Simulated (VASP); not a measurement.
Write the native input for VASP 6.6.1 that does the following.

* Task: single point
* Functional: RPBE
* Potentials or basis: VASP PAW PBE potentials, release 64 (Br, P)
* Cutoff: 520 eV
* k mesh: 4 × 3 × 3
* Occupations: fermi-dirac, width 0.05 eV
* Spin: no spin polarisation
* Dipole correction: no
* Further INCAR settings: ALGO = Normal; EDIFF = 1e-07; NBANDS = 20

The structure of PBr lies in POSCAR:

```
PBr
1.0
    4.9385630000      0.0000000000      0.0000000000
   -2.0623900000      5.1944970000      0.0000000000
   -0.6967810000     -0.6537650000      6.2332560000
Br P
2 2
Direct
    0.6657980000      0.8550130000      0.2427560000
    0.3342020000      0.1449870000      0.7572440000
    0.6407200000      0.4997570000      0.6318710000
    0.3592800000      0.5002430000      0.3681290000
```

One way to write it, as run:

INCAR

```
SYSTEM = PBr
ALGO     = Normal         ! electronic algorithm
EDIFF    = 1E-7           ! SCF threshold, eV
ENCUT    = 520            ! plane-wave cutoff, eV
GGA      = RP             ! functional
ISIF     = 2              ! what is computed and relaxed
ISMEAR   = -1             ! smearing method
LASPH    = .True.         ! aspherical terms in the spheres
LCHARG   = .False.        ! write CHGCAR
LREAL    = .False.        ! projectors in reciprocal space
LWAVE    = .False.        ! write WAVECAR
NBANDS   = 20             ! bands
NELM     = 100            ! most SCF steps
PREC     = Accurate       ! precision mode
SIGMA    = 0.05           ! smearing width, eV
```

KPOINTS

```
k-points
0
Gamma
  4 3 3
  0 0 0
```

Potentials or basis: VASP PAW PBE potentials, release 64 (Br, P).

The run is started by

```console
$ cat potpaw_PBE.64/Br/POTCAR potpaw_PBE.64/P/POTCAR > POTCAR
$ mpirun -np 1 vasp_std > vasp.out
```

Results of the run:

```json
{
 "Pressure": "1.0 GPa",
 "Largest force": "0.100 eV/Å",
 "Band gap on the k mesh": "1.68 eV, direct"
}
```

Caveat: the PAW data sets were made with another functional, which shifts forces and pressure a little.

It took 84 s on 1 thread of Intel Xeon 8259CL, with other jobs on the host, peak memory 0.27 GiB.
